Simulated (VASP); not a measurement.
# Zr (P6_3/mmc) in VASP: further runs

Zr is run at these levels: r2SCAN; tasks: single point, relaxation of cell and atoms.

Program: VASP 6.6.1. These are calculated values, not measurements. Logs are shortened: lines on timing, memory, paths and dates and some standing lists are left out, and cuts for length are marked.

## 1. The cell of the first run

Symmetry: P6_3/mmc, No. 194, hexagonal system. The conventional cell has a = 3.241 Å, b = 3.241 Å, c = 5.171 Å, α = 90.00°, β = 90.00°, γ = 120.00°. Zr (site symmetry -6m2) has 12 Zr at 3.19 to 3.24 Å within 4.2 Å.

## 2. Single point, r2SCAN

The input, POSCAR:

```
Zr
1.0
    3.2405028180      0.0000000000      0.0000000000
   -1.6202514090      2.8063577614      0.0000000000
    0.0000000000      0.0000000000      5.1713543912
Zr
2
Direct
    0.3333333333      0.6666666667      0.2500000000
    0.6666666667      0.3333333333      0.7500000000
```

The input, INCAR.step1:

```
SYSTEM = Zr
PREC = Accurate ; ENCUT = 520
ISMEAR = 1 ; SIGMA = 0.05
LREAL = .FALSE. ; LASPH = .TRUE.
NELM = 100 ; NBANDS = 19
GGA = PE ; ALGO = Normal
EDIFF = 1E-4 ; LWAVE = .TRUE.
LCHARG = .FALSE.
```

The input, INCAR.step2:

```
SYSTEM = Zr
PREC = Accurate ; ENCUT = 520
EDIFF = 1E-7 ; ISMEAR = 1
SIGMA = 0.05 ; LREAL = .FALSE.
LASPH = .TRUE. ; NELM = 100
ALGO = Normal ; ISIF = 2
LWAVE = .FALSE. ; LCHARG = .FALSE.
METAGGA = R2SCAN ; LMIXTAU = .TRUE.
NBANDS = 19 ; ISTART = 1
```

The input, KPOINTS:

```
Automatic mesh
0
G
  8 8 5
  0 0 0
```

Potentials or basis: VASP PAW PBE potentials, release 64 (Zr_sv).

Run with:

```bash
cat potpaw_PBE.64/Zr_sv/POTCAR > POTCAR
cp INCAR.step1 INCAR
mpirun -np 1 vasp_std > vasp.out
cp INCAR.step2 INCAR
mpirun -np 1 vasp_std > vasp.out
```

OUTCAR:

```text
SYSTEM = Zr
   PREC = Accurate
   ENCUT = 520
   EDIFF = 1E-7
   ISMEAR = 1
   LREAL = .FALSE.
   LASPH = .TRUE.
   NELM = 100
   ISIF = 2
   METAGGA = R2SCAN
   ISTART = 1

 ion  position               nearest neighbor table
   1  0.333  0.667  0.250-   2 3.19   2 3.19   2 3.19   2 3.19   2 3.19   2 3.19
   2  0.667  0.333  0.750-   1 3.19   1 3.19   1 3.19   1 3.19   1 3.19   1 3.19

  LATTYP: Found a hexagonal cell.
 ALAT       =     3.2405028180
 C/A-ratio  =     1.5958493733

  Lattice vectors:

 A1 = (   3.2405028180,   0.0000000000,   0.0000000000)
 A2 = (  -1.6202514090,   2.8063577614,   0.0000000000)
 A3 = (   0.0000000000,   0.0000000000,   5.1713543912)

Analysis of symmetry for initial positions (statically):
=====================================================================
 Subroutine PRICEL returns:
 Original cell was already a primitive cell.

 Routine SETGRP: Setting up the symmetry group for a
 hexagonal supercell.

 Subroutine GETGRP returns: Found 24 space group operations
 (whereof 12 operations were pure point group operations)
 out of a pool of 24 trial point group operations.

The static configuration has the point symmetry D_3d.
 The point group associated with its full space group is D_6h.

Analysis of symmetry for dynamics (positions and initial velocities):
=====================================================================
 Subroutine PRICEL returns:
 Original cell was already a primitive cell.

 Routine SETGRP: Setting up the symmetry group for a
 hexagonal supercell.

 Subroutine GETGRP returns: Found 24 space group operations
 (whereof 12 operations were pure point group operations)
 out of a pool of 24 trial point group operations.

The dynamic configuration has the point symmetry D_3d.
 The point group associated with its full space group is D_6h.

 Subroutine INISYM returns: Found 24 space group operations
 (whereof 12 operations are pure point group operations),
 and found     1 'primitive' translations

----------------------------------------------------------------------------------------

                                     Primitive cell

  volume of cell :      47.0283

  direct lattice vectors                    reciprocal lattice vectors
     3.240502818  0.000000000  0.000000000     0.308594084  0.178166878  0.000000000
    -1.620251409  2.806357761  0.000000000     0.000000000  0.356333755  0.000000000
     0.000000000  0.000000000  5.171354391     0.000000000  0.000000000  0.193372940

  length of vectors
     3.240502818  3.240502818  5.171354391     0.356333755  0.356333755  0.193372940

  position of ions in fractional coordinates (direct lattice)
     0.333333333  0.666666667  0.250000000
     0.666666667  0.333333333  0.750000000

  ion indices of the primitive-cell ions
   primitive index   ion index
                 1           1
                 2           2

----------------------------------------------------------------------------------------

 KPOINTS: Automatic mesh

Automatic generation of k-mesh.
 Grid dimensions read from file:
 generate k-points for:    8    8    5

 Generating k-lattice:

  Cartesian coordinates                     Fractional coordinates (reciprocal lattice)
     0.038574261  0.022270860  0.000000000     0.125000000  0.000000000  0.000000000
     0.000000000  0.044541719  0.000000000     0.000000000  0.125000000  0.000000000
     0.000000000  0.000000000  0.038674588     0.000000000  0.000000000  0.200000000

  Length of vectors
     0.044541719  0.044541719  0.038674588

  Shift w.r.t. Gamma in fractional coordinates (k-lattice)
     0.000000000  0.000000000  0.000000000

 Subroutine IBZKPT returns following result:
 ===========================================

 Found     30 irreducible k-points:

 Following reciprocal coordinates:
            Coordinates               Weight
  0.000000  0.000000  0.000000      1.000000
  0.125000  0.000000  0.000000      6.000000
  0.250000  0.000000  0.000000      6.000000
  0.375000 -0.000000  0.000000      6.000000
  0.500000  0.000000  0.000000      3.000000
  0.125000  0.125000  0.000000      6.000000
[... 16 lines left out ...]
  0.250000  0.000000  0.400000     12.000000
  0.375000 -0.000000  0.400000     12.000000
 [... further k-points ...]
   k-points           NKPTS =     30   k-points in BZ     NKDIM =     30   number of bands    NBANDS=     19
   number of dos      NEDOS =    301   number of ions     NIONS =      2
   total plane-waves  NPLWV =  23040
   dimension x,y,z NGX =    24 NGY =   24 NGZ =   40
   dimension x,y,z NGXF=    48 NGYF=   48 NGZF=   80
   ions per type =               2
   NGX,Y,Z   is equivalent  to a cutoff of  12.31, 12.31, 12.86 a.u.
   NGXF,Y,Z  is equivalent  to a cutoff of  24.63, 24.63, 25.72 a.u.
 SYSTEM =  Zr
   PREC   = accura    normal or accurate (medium, high low for compatibility)
   ISTART =      1    job   : 0-new  1-cont  2-samecut
   ICHARG =      0    charge: 1-file 2-atom 10-const
   ISPIN  =      1    spin polarized calculation?
   LNONCOLLINEAR =      F non collinear calculations
   LSORBIT =      F    spin-orbit coupling
   LASPH  =      T    aspherical Exc in radial PAW
   ENCUT  =  520.0 eV  38.22 Ry    6.18 a.u.   6.03  6.03  9.62*2*pi/ulx,y,z
   NELM   =    100;   NELMIN=  2; NELMDL=  0     # of ELM steps
   EDIFF  = 0.1E-06   stopping-criterion for ELM
   LREAL  =      F    real-space projection
   EDIFFG = 0.1E-05   stopping-criterion for IOM
   NSW    =      0    number of steps for IOM
   IBRION =     -1    ionic relax: 0-MD 1-quasi-New 2-CG
   NFREE  =      0    steps in history (QN), initial steepest desc. (CG)
   ISIF   =      2    stress and relaxation
   ISYM   =      2    0-nonsym 1-usesym 2-fastsym
   POTIM  = 0.5000    time-step for ionic-motion
   TEBEG  =    0.0;   TEEND  =   0.0 temperature during run
   PSTRESS=    0.0 pullay stress
   NELECT =      24.0000    total number of electrons
   NUPDOWN=      -1.0000    fix difference up-down
   EMIN   =  10.00;   EMAX   =-10.00  energy-range for DOS
   EFERMI =   0.00;   METHOD = LEGACY
   ISMEAR =     1;   SIGMA  =   0.05  broadening in eV -4-tet -1-fermi 0-gaus
   EFERMI_NEDOS =   21; number of points for ismear=-14 and -15
   IALGO  =     38    algorithm
   IMIX   =      4    mixing-type and parameters
     AMIX     =   0.40;   BMIX     =  1.00
     AMIX_MAG =   1.60;   BMIX_MAG =  1.00
  volume/ion in A,a.u.               =      23.51       158.68
  Fermi-wavevector in a.u.,A,eV,Ry     =   1.308254  2.472241 23.286752  1.711528
  Thomas-Fermi vector in A             =   2.438933
   LORBIT       =      0    0 simple, 1 ext, 2 COOP (PROOUT), +10 PAW based schemes
   METAGGA = R2SCAN    functional components
   LHFCALC =     F    Hartree Fock is set to
   AEXX    =    0.0000 exact exchange contribution
   IVDW    =     0    specifies the selected vdW correction
   LEPSILON=     F    determine dielectric tensor
   LRPA    =     F    only Hartree local field effects (RPA)
 non-spin polarized calculation
 Methfessel and Paxton  Order N= 1 SIGMA  =   0.05
  energy-cutoff  :      520.00
  volume of cell :       47.03
 maximum number of plane-waves:      1283
   NGX = 13   NGY = 13   NGZ = 19

 number of electron      24.0000001 magnetization

 Free energy of the ion-electron system (eV)
  ---------------------------------------------------
  ext. energy  EPLUGINS =         0.00000000
  ---------------------------------------------------
  free energy    TOTEN  =       -45.50161153 eV

  energy without entropy =      -45.50203937  energy(sigma->0) =      -45.50175414

 E-fermi :   8.9854     XC(G=0): -11.8993

 val. band max:        8.9641676256   @ k =   0.3750   0.2500   0.4000
 cond. band min:       9.0475056949   @ k =   0.2500   0.2500   0.4000
 fundamental gap:      0.0833380693
 Fermi energy:         8.9854144418

 k-point     1 :       0.0000    0.0000    0.0000
  band No.  band energies     occupation
      1     -41.6467      2.00000
      2     -41.4878      2.00000
      3     -19.4855      2.00000
      4     -18.5936      2.00000
      5     -18.5936      2.00000
      6     -18.4634      2.00000
[... 11 lines left out ...]
     18      11.3181      0.00000
     19      13.6047      0.00000

 k-point     2 :       0.1250    0.0000    0.0000
  band No.  band energies     occupation
      1     -41.6286      2.00000
      2     -41.4804      2.00000
      3     -19.4371      2.00000
      4     -18.6988      2.00000
      5     -18.6275      2.00000
      6     -18.5624      2.00000
[... 11 lines left out ...]
     18      11.0261      0.00000
     19      13.8616      0.00000

 k-point     3 :       0.2500    0.0000    0.0000
  band No.  band energies     occupation
      1     -41.5829      2.00000
      2     -41.4643      2.00000
      3     -19.3069      2.00000
      4     -18.9531      2.00000
      5     -18.8095      2.00000
      6     -18.7044      2.00000
[... 11 lines left out ...]
     18      12.0968      0.00000
     19      14.2321      0.00000

 k-point     4 :       0.3750   -0.0000    0.0000
  band No.  band energies     occupation
      1     -41.5313      2.00000
      2     -41.4536      2.00000
      3     -19.2055      2.00000
      4     -19.1404      2.00000
      5     -19.0408      2.00000
      6     -18.7769      2.00000
[... 11 lines left out ...]
     18      13.5163      0.00000
     19      14.4326      0.00000

 k-point     5 :       0.5000    0.0000    0.0000
  band No.  band energies     occupation
      1     -41.5054      2.00000
      2     -41.4536      2.00000
      3     -19.3088      2.00000
      4     -19.1331      2.00000
      5     -19.0422      2.00000
      6     -18.8060      2.00000
[... 11 lines left out ...]
     18      14.4865      0.00000
     19      15.2680      0.00000

 k-point     6 :       0.1250    0.1250    0.0000
  band No.  band energies     occupation
      1     -41.5967      2.00000
      2     -41.4687      2.00000
      3     -19.3476      2.00000
      4     -18.8434      2.00000
      5     -18.7932      2.00000
      6     -18.6415      2.00000
[... 11 lines left out ...]
     18      11.9236      0.00000
     19      14.0271      0.00000

 k-point     7 :       0.2500    0.1250    0.0000
  band No.  band energies     occupation
      1     -41.5475      2.00000
      2     -41.4557      2.00000
      3     -19.1962      2.00000
      4     -19.0779      2.00000
      5     -18.9810      2.00000
      6     -18.7588      2.00000
[... 11 lines left out ...]
     18      13.4390      0.00000
     19      14.1730      0.00000

 k-point     8 :       0.3750    0.1250    0.0000
  band No.  band energies     occupation
      1     -41.5056      2.00000
      2     -41.4533      2.00000
      3     -19.2530      2.00000
      4     -19.0897      2.00000
      5     -19.0445      2.00000
      6     -18.8514      2.00000
[... 256 lines left out ...]
 k-point    20 :       0.3750    0.2500    0.2000
  band No.  band energies     occupation
      1     -41.4790      2.00000
      2     -41.4615      2.00000
      3     -19.2296      2.00000
      4     -19.1338      2.00000
      5     -19.0526      2.00000
      6     -18.8344      2.00000
[... 11 lines left out ...]
     18      13.9077      0.00000
     19      15.8480      0.00000

 k-point    21 :       0.0000    0.0000    0.4000
  band No.  band energies     occupation
      1     -41.5924      2.00000
      2     -41.5433      2.00000
      3     -19.1479      2.00000
      4     -18.8328      2.00000
      5     -18.5458      2.00000
      6     -18.5458      2.00000
[... 11 lines left out ...]
     18      12.6969      0.00000
     19      13.4652      0.00000

 k-point    22 :       0.1250    0.0000    0.4000
  band No.  band energies     occupation
      1     -41.5780      2.00000
      2     -41.5321      2.00000
      3     -19.1453      2.00000
      4     -18.8750      2.00000
      5     -18.6256      2.00000
      6     -18.5729      2.00000
[... 11 lines left out ...]
     18      12.6802      0.00000
     19      13.4456      0.00000

 k-point    23 :       0.2500    0.0000    0.4000
  band No.  band energies     occupation
      1     -41.5422      2.00000
      2     -41.5056      2.00000
      3     -19.1874      2.00000
      4     -19.0431      2.00000
      5     -18.7591      2.00000
      6     -18.6366      2.00000
[... 11 lines left out ...]
     18      12.8499      0.00000
     19      13.4496      0.00000

 k-point    24 :       0.3750   -0.0000    0.4000
  band No.  band energies     occupation
      1     -41.5045      2.00000
      2     -41.4805      2.00000
      3     -19.3240      2.00000
      4     -19.2506      2.00000
      5     -18.7848      2.00000
      6     -18.6984      2.00000
[... 11 lines left out ...]
     18      13.5289      0.00000
     19      13.8796      0.00000

 [... further k-points ...]
[... 5 lines left out ...]
  --------------------------------------------------------------------------------------
  -------------------------------------------------------------------------------------
  Total        0.0107563      0.0107563     -0.0034806      0.0000000      0.0000000      0.0000000
  in kB        0.3664492      0.3664492     -0.1185789      0.0000000      0.0000000      0.0000000
  external PRESSURE =       0.2047731 kB  Pullay stress =       0.0000000 kB

 VOLUME and BASIS-vectors are now :
 -----------------------------------------------------------------------------
  energy-cutoff  :      520.00
  volume of cell :       47.03
      direct lattice vectors                 reciprocal lattice vectors
     3.240502818  0.000000000  0.000000000     0.308594084  0.178166878  0.000000000
    -1.620251409  2.806357761  0.000000000     0.000000000  0.356333755  0.000000000
     0.000000000  0.000000000  5.171354391     0.000000000  0.000000000  0.193372940

 POSITION                                       TOTAL-FORCE (eV/Angst)
 -----------------------------------------------------------------------------------
     -0.00000      1.87091      1.29284         0.000000     -0.000000      0.000000
      1.62025      0.93545      3.87852        -0.000000      0.000000      0.000000
 -----------------------------------------------------------------------------------
    total drift:                               -0.000000      0.000000     -0.000000

  FREE ENERGIE OF THE ION-ELECTRON SYSTEM (eV)
  ---------------------------------------------------
  free  energy   TOTEN  =       -45.5016115308 eV

  energy  without entropy=      -45.5020393657  energy(sigma->0) =      -45.50175414
```

Run time: 36 s. Hardware: 1 thread of Intel Xeon 6975P-C (Granite Rapids), shared host; peak memory 0.17 GiB.

Results:

```yaml
Free_energy: -45.5016 eV
Pressure: 0.0 GPa
Band_gap_on_the_k_mesh: zero (band 12 reaches 9.91 eV, above the bottom of band 13 at 8.71 eV)
```

Caveat: the PAW data sets were made with another functional, which shifts forces and pressure a little.

## 3. Relaxation of cell and atoms, r2SCAN

This run uses another cell than the first one, of 23.28 Å³/atom, 0.990 times its volume.

The input, POSCAR:

```
Zr
1.0
    3.2320000000      0.0000000000      0.0000000000
   -1.6160000000      2.7989940000      0.0000000000
    0.0000000000      0.0000000000      5.1470000000
Zr
2
Direct
    0.3333333333      0.6666666667      0.2500000000
    0.6666666667      0.3333333333      0.7500000000
```

The input, INCAR.step1:

```
SYSTEM = Zr
ALGO = Normal ; EDIFF = 1E-4
ENCUT = 600 ; GGA = PE
ISMEAR = 1 ; LASPH = .True.
LCHARG = .False. ; LREAL = .False.
LWAVE = .True. ; NELM = 100
PREC = Accurate ; SIGMA = 0.05
```

The input, INCAR.step2:

```
SYSTEM = Zr
ALGO = Normal ; EDIFF = 1E-6
EDIFFG = -0.01 ; ENCUT = 600
IBRION = 2 ; ISIF = 3
ISMEAR = 1 ; ISTART = 1
LASPH = .True. ; LCHARG = .False.
LMIXTAU = .True. ; LREAL = .False.
LWAVE = .False. ; METAGGA = R2SCAN
NELM = 100 ; NSW = 60
PREC = Accurate ; SIGMA = 0.05
```

The input, KPOINTS:

```
k-points
0
Gamma
  8 8 5
  0 0 0
```

Potentials or basis: VASP PAW PBE potentials, release 64 (Zr_sv).

Run with:

```bash
cat potpaw_PBE.64/Zr_sv/POTCAR > POTCAR
cp INCAR.step1 INCAR
mpirun -np 1 vasp_std > vasp.out
cp INCAR.step2 INCAR
mpirun -np 1 vasp_std > vasp.out
```

Run time: 2.7 min. Hardware: 1 thread of Intel Xeon 6975P-C (Granite Rapids), shared host; peak memory 0.2 GiB.

Results (log left out):

| Property | Result |
| --- | --- |
| Free energy | -45.4982 eV |
| Relaxed volume | 23.52 Å³/atom |
| Relaxed cell | a = 3.242 Å, b = 3.242 Å, c = 5.169 Å, α = 90.00°, β = 90.00°, γ = 120.00° |
| Space group after relaxing (to 0.05 Å) | P6_3/mmc (No. 194) |
| Energy gained by relaxing | 0.8 meV/atom |
| Ionic steps | 3 |
| Pressure after relaxing | 0.0 GPa |
| Band gap on the k mesh | zero (band 12 reaches 9.90 eV, above the bottom of band 13 at 8.70 eV) |

The path:
| step | energy change (eV) | largest force (eV/Å) | pressure (GPa) | volume (Å³) |
| --- | --- | --- | --- | --- |
| 1 | 0.0000 | 0.0000 | 0.97 | 46.56 |
| 2 | -0.0001 | 0.0000 | -0.94 | 47.52 |
| 3 | -0.0015 | 0.0000 | -0.02 | 47.05 |

Final structure:
```
CELL_PARAMETERS angstrom
3.24193 0.00000 0.00000
-1.62097 2.80759 0.00000
0.00000 0.00000 5.16890
ATOMIC_POSITIONS crystal
Zr 0.33333 0.66667 0.25000
Zr 0.66667 0.33333 0.75000
```

Levels at points of the mesh, in eV from the Fermi level:
| k point | band 8 | band 9 | band 10 | band 11 | band 12 | band 13 | band 14 | band 15 | band 16 |
| --- | --- | --- | --- | --- | --- | --- | --- | --- | --- |
| (0.00, 0.00, 0.00) | -27.44 | -6.05 | -3.22 | 0.92 | 0.92 | 0.92 | 1.07 | 1.65 | 1.65 |
| (0.50, 0.00, 0.00) | -27.55 | -2.71 | -2.69 | -2.28 | -0.44 | 0.64 | 0.78 | 1.51 | 5.07 |

Caveat: the PAW data sets were made with another functional, which shifts forces and pressure a little.
